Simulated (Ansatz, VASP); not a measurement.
## Pb in VASP and in Ansatz

```
Pb
1.0
     3.29433    0.00000    0.00000
     0.00000    3.29433    0.00000
     0.00000    0.00000    3.29433
Pb
1
Direct
  0.00000 0.00000 0.00000
```

Alike in both runs: task single point; functional r2SCAN; k mesh 11 × 11 × 11; occupations fermi-dirac, width 0.1 eV; no spin polarisation.

|  | VASP | Ansatz |
| --- | --- | --- |
| version | VASP 6.6.1 | Ansatz 0.2.0 |
| potentials or method | VASP PAW PBE potentials, release 64 (Pb_d), cutoff 520 eV | plane waves (500 eV) with PAW, scalar-relativistic |
| valence electrons in the cell | 14 | 14 |

|  | VASP | Ansatz | Ansatz less VASP |
| --- | --- | --- | --- |
| pressure (GPa) | -2.5 | -2.5 | +0.02 |

VASP's potentials were made for PBE, not for r2SCAN.

Neither program's run includes spin-orbit coupling.
